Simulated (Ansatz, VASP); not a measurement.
# One calculation of InSb, two programs

```
In Sb
1.0
     0.00000    3.27951    3.31624
     3.27951    0.00000    3.31624
     3.27951    3.27951    0.00000
In Sb
1 1
Cartesian
  0.0000 0.0000 0.0000
  1.6398 1.6398 1.6581
```

Change from the starting cell: uniaxial_z strain +1.1%.

Alike in both runs: task single point; functional HSE06; k mesh 4 × 4 × 4; occupations fermi-dirac, width 0.02 eV; no spin polarisation.

```csv
,VASP,Ansatz
version,VASP 6.6.1,Ansatz 0.2.0
potentials or method,"VASP PAW PBE potentials, release 64 (In_d, Sb)","plane waves, PAW"
plane-wave cutoff (eV),520,420
valence electrons in the cell,18,28
```

```csv
,VASP,Ansatz,Ansatz less VASP
pressure (GPa),-1.1,-0.6,+0.47
"traceless stress, the component that is largest in VASP (GPa)",-0.26,-0.26,+0.006
```

VASP's potentials hold 18 valence electrons a cell and Ansatz's 28, so a difference there can come from the potentials and not from the codes. Ansatz's warnings: stress exchange threshold loose, stress scf threshold loose.

Spin-orbit coupling is off throughout.
